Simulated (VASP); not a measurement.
A run of VASP 6.6.1 is set up as follows.

Contents of INCAR:

```
SYSTEM = YAl2N3
ALGO = Normal
EDIFF = 1E-7
ENCUT = 520
GGA = PE
ISIF = 2
ISMEAR = 0
LASPH = .True.
LCHARG = .False.
LREAL = .False.
LWAVE = .False.
NBANDS = 25
NELM = 80
PREC = Accurate
SIGMA = 0.1
```

KPOINTS

```
k-points
0
Gamma
  8 8 8
  0 0 0
```

Contents of POSCAR:

```
YAl2N3
1.0
   -1.7166108300      1.7166108300      7.2829629500
    1.7166108300     -1.7166108300      7.2829629500
    1.7166108300      1.7166108300     -7.2829629500
Y Al N
1 2 3
Direct
    0.0000000000      0.0000000000      0.0000000000
    0.6666666700      0.6666666700      0.0000000000
    0.3333333300      0.3333333300      0.0000000000
    0.0833333300      0.5833333300      0.5000000000
    0.4166666700      0.9166666700      0.5000000000
    0.7500000000      0.2500000000      0.5000000000
```

Potentials or basis: VASP PAW PBE potentials, release 64 (Y_sv, Al, N).

Run with:

```console
$ cat potpaw_PBE.64/Y_sv/POTCAR potpaw_PBE.64/Al/POTCAR potpaw_PBE.64/N/POTCAR > POTCAR
$ mpirun -np 1 vasp_std > vasp.out
```

Q: Estimate the band gap on the k mesh.

A: 1.51 eV (least direct gap 2.05 eV).

Q: Estimate the largest force.

A: 4.314 eV/Å.

Q: Estimate the pressure.

A: -5.4 GPa.

Forces in eV/Å, atoms in the order of the input:
```
Y    0.000  0.000  0.000
Al   0.000  0.000  0.608
Al   0.000  0.000 -0.608
N    0.000  0.000  4.314
N    0.000  0.000 -4.314
N    0.000  0.000  0.000
```

Caveat: the cell stands under tension; forces of over 1 eV/Å act on the atoms, so gaps and moduli don't describe the material at rest. A k mesh can miss the band edges.
